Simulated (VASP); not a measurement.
Here is a VASP 6.6.1 calculation.

File INCAR:

```
PREC     = Accurate       # precision mode
ENCUT    = 600            # plane-wave cutoff, eV
EDIFF    = 1E-7           # SCF threshold, eV
ISMEAR   = 0              # smearing method
SIGMA    = 0.01           # smearing width, eV
LREAL    = False          # projectors in reciprocal space
LASPH    = True           # aspherical terms in the spheres
NELM     = 120            # most SCF steps
ALGO     = Normal         # electronic algorithm
ISIF     = 3              # what is computed and relaxed
LWAVE    = False          # write WAVECAR
LCHARG   = False          # write CHGCAR
GGA      = PS             # functional
IBRION   = 2              # ionic algorithm
NSW      = 100            # ionic steps
EDIFFG   = -0.002         # ionic threshold
PSTRESS  = 70.0         
GGA_COMPAT= False        
NELMIN   = 4
```

Contents of KPOINTS:

```
Automatic mesh
0
Gamma
  8 8 8
```

Contents of POSCAR:

```
Be2C
1.0
    0.0000000000      2.1553775933      2.1553775933
    2.1553775933      0.0000000000      2.1553775933
    2.1553775933      2.1553775933      0.0000000000
Be C
2 1
Direct
    0.2500000000      0.2500000000      0.2500000000
    0.7500000000      0.7500000000      0.7500000000
    0.0000000000      0.0000000000      0.0000000000
```

Potentials or basis: VASP PAW PBE potentials, release 64 (Be, C).

The run is started by

```bash
$ cat potpaw_PBE.64/Be/POTCAR potpaw_PBE.64/C/POTCAR > POTCAR
$ mpirun -np 1 vasp_std > vasp.out
```

(1) Predict the relaxed volume.

(2) Estimate the relaxed cell.

(3) Estimate the space group after relaxing (to 0.05 Å).

Answers

(1) 6.48 Å³/atom.

(2) a = 3.018 Å, b = 3.018 Å, c = 3.018 Å, α = 60.00°, β = 60.00°, γ = 60.00°.

(3) Fm-3m (No. 225).

Caveat: the cell is relaxed towards a set pressure, so the enthalpy falls and the energy may rise; the PAW data sets were made with another functional, which shifts forces and pressure a little.
